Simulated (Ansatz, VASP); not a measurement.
# Br: VASP beside Ansatz

```
Br
1.0
     3.42921   -2.36810    0.00000
     3.42921    2.36810    0.00000
     0.00000    0.00000    8.87298
Br
4
Direct
  0.36510 0.63490 0.39010
  0.13490 0.86510 0.89010
  0.63490 0.36510 0.60990
  0.86510 0.13490 0.10990
```

Alike in both runs: task single point; functional PBE; k mesh 6 × 6 × 3; occupations fermi-dirac, width 0.05 eV; no spin polarisation.

|  | VASP | Ansatz |
| --- | --- | --- |
| version | VASP 6.6.1 | Ansatz 0.2.0 |
| potentials or method | VASP PAW PBE potentials, release 64 (Br) | Ansatz PAW |
| plane-wave cutoff (eV) | 520 | 420 |
| valence electrons in the cell | 28 | 28 |

```tsv
	VASP	Ansatz	Ansatz less VASP
gap on the k mesh at the Fermi level (eV)	1.73	1.72	-0.001
least direct gap on the mesh (eV)	1.75	1.75	-0.001
pressure (GPa)	0.2	0.2	-0.01
traceless stress, the component that is largest in VASP (GPa)	0.63	0.65	+0.019
rms of the force components (eV/Å)	0.154	0.149	-0.0049
```

Atom by atom the forces differ by 0.005 eV/Å (rms over components). The functional is the same, so the differences come from potentials, cutoffs and numerics.

Noted on Ansatz's run: odd divisions of the mesh miss points on the zone boundary, where band edges often lie, so the gap on the mesh can be too wide.
